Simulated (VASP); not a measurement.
# Pt (P2_1/m) in VASP: single point with PBE

Aim: the single point of Pt with PBE.

Everything below comes from runs of VASP 6.6.1. Logs are shortened: lines on timing, memory, paths and dates and some standing lists are left out, and cuts for length are marked.

### Step 1. The cell of the first run

It takes space group P2_1/m (No. 11, monoclinic). Conventional cell: a = 2.807 Å, b = 3.970 Å, c = 2.807 Å, α = 90.00°, β = 90.00°, γ = 90.00°. Within 3.5 Å of Pt (site symmetry m) lie 12 Pt at 2.65 to 2.98 Å.

### Step 2. Single point, PBE (atoms displaced along several vibrational modes)

INCAR

```
PREC = Accurate
ENCUT = 520
EDIFF = 1E-6
ISMEAR = 0
SIGMA = 0.15
LREAL = False
LASPH = True
NELM = 100
ALGO = Fast
ISIF = 2
LWAVE = False
LCHARG = False
GGA = PE
NBANDS = 17
```

KPOINTS

```
Automatic mesh
0
Gamma
  16 16 12
```

POSCAR

```
Pt
1.0
    0.0000000000     -1.9849647118     -1.9849647118
    0.0000000000      1.9849647118     -1.9849647118
    3.9699294236      0.0000000000      0.0000000000
Pt
2
Direct
    0.5479605503      0.4880098624      0.5000000000
   -0.0479605503      0.0119901376      0.0000000000
```

Potentials or basis: VASP PAW PBE potentials, release 64 (Pt).

Command:

```console
$ cat potpaw_PBE.64/Pt/POTCAR > POTCAR
$ mpirun -np 1 vasp_std > vasp.out
```

OUTCAR:

```text
PREC = Accurate
   ENCUT = 520
   EDIFF = 1E-6
   ISMEAR = 0
   LREAL = False
   LASPH = True
   NELM = 100
   ISIF = 2
   GGA = PE

 ion  position               nearest neighbor table
   1  0.548  0.488  0.500-   2 2.65   2 2.65   2 2.72   2 2.72   2 2.92   2 2.92   2 2.98   2 2.98

   2  0.952  0.012  0.000-   1 2.65   1 2.65   1 2.72   1 2.72   1 2.92   1 2.92   1 2.98   1 2.98

  LATTYP: Found a simple tetragonal cell.
 ALAT       =     2.8071640163
 C/A-ratio  =     1.4142135624

  Lattice vectors:

 A1 = (   0.0000000000,  -1.9849647118,  -1.9849647118)
 A2 = (   0.0000000000,   1.9849647118,  -1.9849647118)
 A3 = (   3.9699294236,   0.0000000000,   0.0000000000)

Analysis of symmetry for initial positions (statically):
=====================================================================
 Subroutine PRICEL returns:
 Original cell was already a primitive cell.

 Routine SETGRP: Setting up the symmetry group for a
 simple tetragonal supercell.

 Subroutine GETGRP returns: Found  4 space group operations
 (whereof  2 operations were pure point group operations)
 out of a pool of 16 trial point group operations.

The static configuration has the point symmetry C_1h.
 The point group associated with its full space group is C_2h.

Analysis of symmetry for dynamics (positions and initial velocities):
=====================================================================
 Subroutine PRICEL returns:
 Original cell was already a primitive cell.

 Routine SETGRP: Setting up the symmetry group for a
 simple tetragonal supercell.

 Subroutine GETGRP returns: Found  4 space group operations
 (whereof  2 operations were pure point group operations)
 out of a pool of 16 trial point group operations.

The dynamic configuration has the point symmetry C_1h.
 The point group associated with its full space group is C_2h.

 Subroutine INISYM returns: Found  4 space group operations
 (whereof  2 operations are pure point group operations),
 and found     1 'primitive' translations

----------------------------------------------------------------------------------------

                                     Primitive cell

  volume of cell :      31.2837

  direct lattice vectors                    reciprocal lattice vectors
     0.000000000 -1.984964712 -1.984964712     0.000000000 -0.251893647 -0.251893647
     0.000000000  1.984964712 -1.984964712     0.000000000  0.251893647 -0.251893647
     3.969929424  0.000000000  0.000000000     0.251893647  0.000000000  0.000000000

  length of vectors
     2.807164016  2.807164016  3.969929424     0.356231412  0.356231412  0.251893647

  position of ions in fractional coordinates (direct lattice)
     0.547960550  0.488009862  0.500000000
     0.952039450  0.011990138  0.000000000

  ion indices of the primitive-cell ions
   primitive index   ion index
                 1           1
                 2           2

----------------------------------------------------------------------------------------

 KPOINTS: Automatic mesh

Automatic generation of k-mesh.
 Grid dimensions read from file:
 generate k-points for:   16   16   12

 Generating k-lattice:

  Cartesian coordinates                     Fractional coordinates (reciprocal lattice)
     0.000000000 -0.015743353 -0.015743353     0.062500000  0.000000000  0.000000000
     0.000000000  0.015743353 -0.015743353     0.000000000  0.062500000  0.000000000
     0.020991137  0.000000000  0.000000000     0.000000000  0.000000000  0.083333333

  Length of vectors
     0.022264463  0.022264463  0.020991137

  Shift w.r.t. Gamma in fractional coordinates (k-lattice)
     0.000000000  0.000000000  0.000000000

 Subroutine IBZKPT returns following result:
 ===========================================

 Found    910 irreducible k-points:

 Following reciprocal coordinates:
            Coordinates               Weight
  0.000000  0.000000  0.000000      1.000000
  0.062500  0.000000  0.000000      2.000000
  0.000000  0.062500  0.000000      2.000000
  0.125000  0.000000  0.000000      2.000000
  0.000000  0.125000  0.000000      2.000000
  0.187500  0.000000  0.000000      2.000000
[... 16 lines left out ...]
  0.062500  0.125000  0.000000      2.000000
  0.187500  0.062500  0.000000      2.000000
 [... further k-points ...]
   k-points           NKPTS =    910   k-points in BZ     NKDIM =    910   number of bands    NBANDS=     17
   number of dos      NEDOS =    301   number of ions     NIONS =      2
   total plane-waves  NPLWV =  17280
   dimension x,y,z NGX =    24 NGY =   24 NGZ =   30
   dimension x,y,z NGXF=    48 NGYF=   48 NGZF=   60
   ions per type =               2
   NGX,Y,Z   is equivalent  to a cutoff of  14.21, 14.21, 12.56 a.u.
   NGXF,Y,Z  is equivalent  to a cutoff of  28.43, 28.43, 25.13 a.u.
 SYSTEM =  unknown system
   PREC   = accura    normal or accurate (medium, high low for compatibility)
   ISTART =      0    job   : 0-new  1-cont  2-samecut
   ICHARG =      2    charge: 1-file 2-atom 10-const
   ISPIN  =      1    spin polarized calculation?
   LNONCOLLINEAR =      F non collinear calculations
   LSORBIT =      F    spin-orbit coupling
   LASPH  =      T    aspherical Exc in radial PAW
   ENCUT  =  520.0 eV  38.22 Ry    6.18 a.u.   5.22  5.22  7.38*2*pi/ulx,y,z
   NELM   =    100;   NELMIN=  2; NELMDL= -5     # of ELM steps
   EDIFF  = 0.1E-05   stopping-criterion for ELM
   LREAL  =      F    real-space projection
   EDIFFG = 0.1E-04   stopping-criterion for IOM
   NSW    =      0    number of steps for IOM
   IBRION =     -1    ionic relax: 0-MD 1-quasi-New 2-CG
   NFREE  =      0    steps in history (QN), initial steepest desc. (CG)
   ISIF   =      2    stress and relaxation
   ISYM   =      2    0-nonsym 1-usesym 2-fastsym
   POTIM  = 0.5000    time-step for ionic-motion
   TEBEG  =    0.0;   TEEND  =   0.0 temperature during run
   PSTRESS=    0.0 pullay stress
   NELECT =      20.0000    total number of electrons
   NUPDOWN=      -1.0000    fix difference up-down
   EMIN   =  10.00;   EMAX   =-10.00  energy-range for DOS
   EFERMI =   0.00;   METHOD = LEGACY
   ISMEAR =     0;   SIGMA  =   0.15  broadening in eV -4-tet -1-fermi 0-gaus
   EFERMI_NEDOS =   21; number of points for ismear=-14 and -15
   IALGO  =     68    algorithm
   IMIX   =      4    mixing-type and parameters
     AMIX     =   0.40;   BMIX     =  1.00
     AMIX_MAG =   1.60;   BMIX_MAG =  1.00
  volume/ion in A,a.u.               =      15.64       105.56
  Fermi-wavevector in a.u.,A,eV,Ry     =   1.410302  2.665084 27.061321  1.988951
  Thomas-Fermi vector in A             =   2.532269
   LORBIT       =      0    0 simple, 1 ext, 2 COOP (PROOUT), +10 PAW based schemes
   GGA     = PE    functional components
   LHFCALC =     F    Hartree Fock is set to
   AEXX    =    0.0000 exact exchange contribution
   IVDW    =     0    specifies the selected vdW correction
   LEPSILON=     F    determine dielectric tensor
   LRPA    =     F    only Hartree local field effects (RPA)
 non-spin polarized calculation
 RMM-DIIS sequential band-by-band and
 Gauss-broadening in eV      SIGMA  =   0.15
  energy-cutoff  :      520.00
  volume of cell :       31.28
 maximum number of plane-waves:       888
 NGX is ok and might be reduce to    24
   NGX = 11   NGY = 11   NGZ = 15

 number of electron      20.0000004 magnetization

 Free energy of the ion-electron system (eV)
  ---------------------------------------------------
  ext. energy  EPLUGINS =         0.00000000
  ---------------------------------------------------
  free energy    TOTEN  =       -12.04077025 eV

  energy without entropy =      -11.99891764  energy(sigma->0) =      -12.01984394

 E-fermi :  10.5980     XC(G=0): -13.2571

 val. band max:       10.5960653245   @ k =  -0.0625   0.5000   0.5000
 cond. band min:      10.5980887238   @ k =  -0.1875   0.4375   0.3333
 fundamental gap:      0.0020233994
 Fermi energy:        10.5979857611

 k-point     1 :       0.0000    0.0000    0.0000
  band No.  band energies     occupation
      1       0.7698      2.00000
      2       3.8487      2.00000
      3       4.4497      2.00000
      4       6.7712      2.00000
      5       6.8387      2.00000
      6       7.2584      2.00000
[... 9 lines left out ...]
     16      25.8723      0.00000
     17      29.5664      0.00000

 k-point     2 :       0.0625    0.0000    0.0000
  band No.  band energies     occupation
      1       0.8694      2.00000
      2       3.9042      2.00000
      3       4.5262      2.00000
      4       6.7982      2.00000
      5       6.8996      2.00000
      6       7.2050      2.00000
[... 9 lines left out ...]
     16      26.0192      0.00000
     17      29.4329      0.00000

 k-point     3 :       0.0000    0.0625    0.0000
  band No.  band energies     occupation
      1       0.8721      2.00000
      2       3.9342      2.00000
      3       4.4961      2.00000
      4       6.7201      2.00000
      5       6.8787      2.00000
      6       7.2776      2.00000
[... 9 lines left out ...]
     16      25.9894      0.00000
     17      29.8597      0.00000

 k-point     4 :       0.1250    0.0000    0.0000
  band No.  band energies     occupation
      1       1.1615      2.00000
      2       4.0526      2.00000
      3       4.7575      2.00000
      4       6.8637      2.00000
      5       7.0695      2.00000
      6       7.0701      2.00000
[... 9 lines left out ...]
     16      26.4332      0.00000
     17      28.4224      0.00000
[... 343 lines left out ...]
      1       1.2624      2.00000
      2       4.1428      2.00000
      3       4.8009      2.00000
      4       6.7736      2.00000
      5       7.1096      2.00000
      6       7.1201      2.00000
[... 9 lines left out ...]
     16      26.5824      0.00000
     17      28.6139      0.00000

 k-point    23 :       0.0625    0.1250    0.0000
  band No.  band energies     occupation
      1       1.2699      2.00000
      2       4.2242      2.00000
      3       4.7124      2.00000
      4       6.5118      2.00000
      5       7.0458      2.00000
      6       7.3903      2.00000
[... 9 lines left out ...]
     16      26.4303      0.00000
     17      28.7690      0.00000

 k-point    24 :       0.1875    0.0625    0.0000
  band No.  band energies     occupation
      1       1.7225      2.00000
      2       4.3466      2.00000
      3       5.1587      2.00000
      4       6.5187      2.00000
      5       7.3319      2.00000
      6       7.3594      2.00000
[... 9 lines left out ...]
     16      27.1127      0.00000
     17      27.4982      0.00000

 [... further k-points ...]
[... 5 lines left out ...]
  --------------------------------------------------------------------------------------
  -------------------------------------------------------------------------------------
  Total        1.4211002      0.7192040      0.1875660      0.0000000     -0.2831706      0.0000000
  in kB       72.7808159     36.8336144      9.6060816      0.0000000    -14.5024142      0.0000000
  external PRESSURE =      39.7401706 kB  Pullay stress =       0.0000000 kB

 VOLUME and BASIS-vectors are now :
 -----------------------------------------------------------------------------
  energy-cutoff  :      520.00
  volume of cell :       31.28
      direct lattice vectors                 reciprocal lattice vectors
     0.000000000 -1.984964712 -1.984964712     0.000000000 -0.251893647 -0.251893647
     0.000000000  1.984964712 -1.984964712     0.000000000  0.251893647 -0.251893647
     3.969929424  0.000000000  0.000000000     0.251893647  0.000000000  0.000000000

 POSITION                                       TOTAL-FORCE (eV/Angst)
 -----------------------------------------------------------------------------------
      1.98496     -0.11900     -2.05636         0.000000      1.071827      0.437979
      0.00000     -1.86596     -1.91356         0.000000     -1.071827     -0.437979
 -----------------------------------------------------------------------------------
    total drift:                               -0.000000      0.000000     -0.000000

  FREE ENERGIE OF THE ION-ELECTRON SYSTEM (eV)
  ---------------------------------------------------
  free  energy   TOTEN  =       -12.0407702466 eV

  energy  without entropy=      -11.9989176414  energy(sigma->0) =      -12.01984394
```

Wall time 2.1 min (1 thread of Intel Xeon 6975P-C (Granite Rapids), shared host); peak memory 0.49 GiB.

What came out:

| Quantity | Value |
| --- | --- |
| Free energy | -12.0408 eV |
| Pressure | 4.0 GPa |
| Largest force | 1.158 eV/Å |
| Band gap on the k mesh | zero (bands 10 and 11 overlap by 1.17 eV) |

Forces in eV/Å, atoms in the order of the input:
```
Pt   0.000  1.072  0.438
Pt   0.000 -1.072 -0.438
```

Stress tensor (GPa, compression positive):
```
 7.28  0.00  0.00
 0.00  3.68 -1.45
 0.00 -1.45  0.96
```

Caveat: the cell differs from its parent crystal (atoms displaced along several vibrational modes); the stress differs along the axes, from 1 to 7 GPa; spin-orbit coupling is left out, which moves the levels of the heavy elements; forces of over 1 eV/Å act on the atoms, so gaps and moduli don't describe the material at rest.
